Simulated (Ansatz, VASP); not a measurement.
# One calculation of Ta2Bi2O, two programs

The input INCAR:

```
SYSTEM = Ta2Bi2O
  PREC = Accurate
  ENCUT = 600
  EDIFF = 1E-7
  ISMEAR = 0
  SIGMA = 0.1
  LREAL = .FALSE.
  LASPH = .TRUE.
  NELM = 80
  ALGO = Normal
  ISIF = 3
  LWAVE = .FALSE.
  LCHARG = .FALSE.
  GGA = PE
  IBRION = 2
  NSW = 90
  EDIFFG = -0.04
```

The input KPOINTS:

```
Automatic mesh
0
G
  6 6 4
  0 0 0
```

The input POSCAR:

```
Ta2Bi2O
1.0
    4.3847333679      0.0000000000      0.0000000000
   -2.1923666840      3.7972904854      0.0000000000
    0.0000000000      0.0000000000      6.4649516991
Ta Bi O
2 2 1
Direct
    0.3333333333      0.6666666667      0.2869574745
    0.3333333333      0.6666666667      0.7130425255
    0.6666666667      0.3333333333      0.0000000000
    0.0000000000      0.0000000000      0.5000000000
    0.6666666667      0.3333333333      0.5000000000
```

Input for Ansatz:

```yaml
crystal:
  lattice:
    - [4.3847333679, 0.0, 0.0]
    - [-2.192366684, 3.7972904854, 0.0]
    - [0.0, 0.0, 6.4649516991]
  atoms:
    - { symbol: Ta, position: [0.3333333333, 0.6666666667, 0.2869574745] }
    - { symbol: Ta, position: [0.3333333333, 0.6666666667, 0.7130425255] }
    - { symbol: Bi, position: [0.6666666667, 0.3333333333, 0.0] }
    - { symbol: Bi, position: [0.0, 0.0, 0.5] }
    - { symbol: O, position: [0.6666666667, 0.3333333333, 0.5] }
basis:
  ecutwfc: 420
kpoints:
  mp_grid: { grid: [6, 6, 4] }
hamiltonian:
  xc: pbe
scf:
  occupations: { method: gaussian, width: 0.1 }
  lower_state_search: "off"
output:
  forces: true
  stress: true
  eigenvalues: true
relax:
  adjacent_minimum: "off"
  f_tol: 0.04
  max_steps: 70
  cell: { stress_tol: 0.4 }
```

Alike in both runs: task relaxation of cell and atoms; functional PBE; k mesh 6 × 6 × 4; occupations gaussian, width 0.1 eV; no spin polarisation.

|  | VASP | Ansatz |
| --- | --- | --- |
| version | VASP 6.6.1 | Ansatz 0.2.0 |
| potentials or method | VASP PAW PBE potentials, release 64 (Ta_pv, Bi_d, O), cutoff 600 eV | scalar-relativistic, plane waves, PAW |
| valence electrons in the cell | 58 | 62 |

VASP gave:

| Quantity | Value |
| --- | --- |
| gap on the k mesh at the Fermi level, each at its own relaxed structure (eV) | none |
| relaxed volume (Å³/atom) | 21.32 |
| relaxed cell length with the largest relative difference (Å) | 6.272 |

Task: Which values does Ansatz return?

Result: gap on the k mesh at the Fermi level, each at its own relaxed structure (eV): none; relaxed volume (Å³/atom): 21.34; relaxed cell length with the largest relative difference (Å): 6.279.

A gap of «none» marks a metal or a gap that the smearing closes. VASP's potentials hold 58 valence electrons a cell and Ansatz's 62, so a difference there can come from the potentials and not from the codes.

Neither program's run includes spin-orbit coupling.
